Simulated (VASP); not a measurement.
Input of a VASP 6.6.1 run:

Contents of INCAR:

```
SYSTEM = CaNb
  PREC = Accurate
  ENCUT = 600
  EDIFF = 1E-6
  ISMEAR = 0
  SIGMA = 0.1
  LREAL = .False.
  LASPH = .True.
  NELM = 100
  ALGO = Fast
  ISIF = 3
  LWAVE = .False.
  LCHARG = .False.
  GGA = PE
  IBRION = 2
  NSW = 100
  EDIFFG = -0.01
```

Contents of KPOINTS:

```
Automatic mesh
0
Gamma
  16 16 16
  0 0 0
```

File POSCAR:

```
CaNb
1.0
    3.6852425953      0.0000000000      0.0000000000
    0.0000000000      3.6852425953      0.0000000000
    0.0000000000      0.0000000000      3.6852425953
Ca Nb
1 1
Direct
    0.0000000000      0.0000000000      0.0000000000
    0.5000000000      0.5000000000      0.5000000000
```

Potentials or basis: VASP PAW PBE potentials, release 64 (Ca_sv, Nb_sv).

Run with:

```sh
$ cat potpaw_PBE.64/Ca_sv/POTCAR potpaw_PBE.64/Nb_sv/POTCAR > POTCAR
$ mpirun -np 1 vasp_std > vasp.out
```

Problem. Estimate the space group after relaxing (to 0.1 Å).

Solution. Pm-3m (No. 221).

Problem. What does it give for the relaxed volume?

Solution. 24.78 Å³/atom.

Problem. Estimate the band gap on the k mesh.

Solution. Zero (an odd number of electrons rules out a gap without spin polarisation).

Problem. Estimate the relaxed cell.

Solution. a = 3.673 Å, b = 3.673 Å, c = 3.673 Å, α = 90.00°, β = 90.00°, γ = 90.00°.

Final structure:
```
Ca Nb
1.0
     3.67334    0.00000    0.00000
     0.00000    3.67334    0.00000
     0.00000    0.00000    3.67334
Ca Nb
1 1
Direct
  0.00000 0.00000 0.00000
  0.50000 0.50000 0.50000
```
